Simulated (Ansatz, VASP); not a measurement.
**Zr in VASP and in Ansatz**

Contents of INCAR:

```
SYSTEM = Zr
PREC = Accurate
ENCUT = 520
EDIFF = 1E-8
ISMEAR = -1
SIGMA = 0.03
LREAL = .False.
LASPH = .True.
NELM = 80
ALGO = Normal
ISIF = 2
LWAVE = .False.
LCHARG = .False.
GGA = PE
LEFG = .True.
NBANDS = 19
```

Contents of KPOINTS:

```
Automatic mesh
0
Gamma
  13 13 7
  0 0 0
```

The input POSCAR:

```
Zr
1.0
    3.2103063057      0.0000000000      0.0000000000
   -1.6051531528      2.7802068146      0.0000000000
    0.0000000000      0.0000000000      5.1124553350
Zr
2
Direct
    0.3333333333      0.6666666667      0.2500000000
    0.6666666667      0.3333333333      0.7500000000
```

Input for Ansatz:

```yaml
crystal:
  lattice:
    - [3.2103063057, 0.0, 0.0]
    - [-1.6051531528, 2.7802068146, 0.0]
    - [0.0, 0.0, 5.112455335]
  atoms:
    - { symbol: Zr, position: [0.3333333333, 0.6666666667, 0.25] }
    - { symbol: Zr, position: [0.6666666667, 0.3333333333, 0.75] }
kpoints:
  mp_grid: { grid: [13, 13, 7] }
scf:
  occupations: { method: fermi_dirac, width: 0.03 }
hamiltonian:
  xc: pbe
  pseudopotentials: { kind: paw }
output:
  forces: true
  stress: true
  eigenvalues: true
  efg: { contact_densities: true }
```

Change from the starting cell: volume scaled by 0.98, PAW files.

Alike in both runs: task electric field gradients; functional PBE; k mesh 13 × 13 × 7; occupations fermi-dirac, width 0.03 eV; no spin polarisation.

|  | VASP | Ansatz |
| --- | --- | --- |
| version | VASP 6.6.1 | Ansatz 0.2.0 |
| potentials or method | VASP PAW PBE potentials, release 64 (Zr_sv) | PAW with Ansatz's default frozen-core files, scalar-relativistic |
| plane-wave cutoff (eV) | 520 | 420 |
| valence electrons in the cell | 24 | 24 |

```tsv
	VASP	Ansatz	Ansatz less VASP
pressure (GPa)	2.5	2.5	-0.01
traceless stress, the component that is largest in VASP (GPa)	0.67	0.67	+0.002
size of Vzz on the site where it differs most (V/Å²)	42.1	43.1	+0.93
```

With one functional, cell and mesh, what is left measures potentials, basis and numerics.
